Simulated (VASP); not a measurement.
Wanted: the native input for a VASP 6.6.1 run.

| Property | Result |
| --- | --- |
| Task | single point |
| Functional | PBEsol |
| Potentials or basis | VASP PAW PBE potentials, release 64 (Ti_sv) |
| Cutoff | 520 eV |
| k mesh | 18 × 18 × 10 |
| Occupations | gaussian, width 0.15 eV |
| Spin | no spin polarisation |
| Dipole correction | no |
| Further INCAR settings | ALGO = Fast; EDIFF = 1e-06; NBANDS = 19 |

The structure of Ti lies in POSCAR:

```
Ti
1.0
   -1.6410000000      1.6410000000      1.6410000000
    1.6410000000     -1.6410000000      1.6410000000
    3.2820000000      3.2820000000      0.0000000000
Ti
2
Direct
    0.0000000000      0.0000000000      0.0377037437
    0.5000000000      0.5000000000      0.4622962563
```

This cell differs from its parent crystal: atoms displaced along a vibrational mode.

The input as run:

INCAR

```
PREC = Accurate
ENCUT = 520
EDIFF = 1E-6
ISMEAR = 0
SIGMA = 0.15
LREAL = F
LASPH = T
NELM = 80
ALGO = Fast
ISIF = 2
LWAVE = F
LCHARG = T
GGA = PS
LELF = T
LVHAR = T
NBANDS = 19
```

KPOINTS

```
Automatic mesh
0
Gamma
  18 18 10
```

Potentials or basis: VASP PAW PBE potentials, release 64 (Ti_sv).

Launch:

```bash
$ cat potpaw_PBE.64/Ti_sv/POTCAR > POTCAR
$ mpirun -np 1 vasp_std > vasp.out
```

It gave:

| Quantity | Value |
| --- | --- |
| Pressure | -3.6 GPa |
| Largest force | 0.889 eV/Å |
| Band gap on the k mesh | zero (bands 12 and 13 overlap by 0.83 eV) |

Caveat: the cell differs from its parent crystal (atoms displaced along a vibrational mode); the cell stands under tension; the PAW data sets were made with another functional, which shifts forces and pressure a little.

Wall time 24 min on 1 thread of Intel Xeon 8259CL (shared host), peak memory 0.4 GiB.
